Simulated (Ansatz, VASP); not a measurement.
**Ti3C2: VASP beside Ansatz**

```xyz
10
Lattice="3.0184 0.0000 0.0000 -1.5092 2.6140 0.0000 0.0000 0.0000 14.8160" Properties=species:S:1:pos:R:3 pbc="T T T"
Ti    0.0000    1.7427   12.4875
Ti    1.5092    0.8713    5.0795
Ti    1.5092    0.8713    2.3285
Ti    0.0000    1.7427    9.7365
Ti    0.0000    0.0000    0.0000
Ti    0.0000    0.0000    7.4080
C     1.5092    0.8713   13.5409
C     0.0000    1.7427    6.1329
C     1.5092    0.8713    8.6831
C     0.0000    1.7427    1.2751
```

Alike in both runs: task electric field gradients; functional LDA; k mesh 12 × 12 × 4; occupations fermi-dirac, width 0.15 eV; no spin polarisation.

|  | VASP | Ansatz |
| --- | --- | --- |
| version | VASP 6.6.1 | Ansatz 0.2.0 |
| potentials or method | VASP PAW LDA potentials, release 64 (Ti_sv, C), cutoff 520 eV | scalar-relativistic, plane waves, PAW |
| valence electrons in the cell | 88 | 88 |

```tsv
	VASP	Ansatz	Ansatz less VASP
gap on the k mesh at the Fermi level (eV)	none	none	-
pressure (GPa)	0.6	0.0	-0.58
traceless stress, the component that is largest in VASP (GPa)	-0.05	-0.01	+0.041
rms of the force components (eV/Å)	0.021	0.000	-0.0208
size of Vzz on the site where it differs most (V/Å²)	50.8	52.2	+1.48
```

LDA's correlation is that of Perdew and Zunger in VASP and of Perdew and Wang (1992) in Ansatz. Atom by atom the forces differ by 0.021 eV/Å (rms over components). A gap of «none» marks a metal or a gap that the smearing closes.
